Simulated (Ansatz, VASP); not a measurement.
# BeAs4Ru: VASP beside Ansatz

```
CELL_PARAMETERS angstrom
0.00000 3.77417 3.77417
3.77417 0.00000 3.77417
3.77417 3.77417 0.00000
ATOMIC_POSITIONS crystal
Be 0.25000 0.25000 0.25000
As 0.62392 0.62392 0.12823
As 0.62392 0.12823 0.62392
As 0.12823 0.62392 0.62392
As 0.62392 0.62392 0.62392
Ru 0.00000 0.00000 0.00000
```

Change from the starting cell: species swapped into the CaErAl4 type (F-43m, No. 216).

Alike in both runs: functional PBE; k mesh 8 × 8 × 8; occupations gaussian, width 0.1 eV; no spin polarisation.

Ansatz relaxed the structure, and its values are those at the end. VASP's run is a single point on that final structure, the one shown.

|  | VASP | Ansatz |
| --- | --- | --- |
| version | VASP 6.6.1 | Ansatz 0.2.0 |
| potentials or method | VASP PAW PBE potentials, release 64 (Be, As, Ru_pv), cutoff 520 eV | scalar-relativistic, plane waves, PAW |
| valence electrons in the cell | 36 | 78 |

Ansatz gave:

| Quantity | Value |
| --- | --- |
| gap on the k mesh at the Fermi level (eV) | none |
| pressure (GPa) | 0.0 |

Question: Which values does VASP return?

Answer: gap on the k mesh at the Fermi level (eV): none; pressure (GPa): 0.2.

A gap of «none» marks a metal or a gap that the smearing closes. VASP's potentials hold 36 valence electrons a cell and Ansatz's 78, so a difference there can come from the potentials and not from the codes.
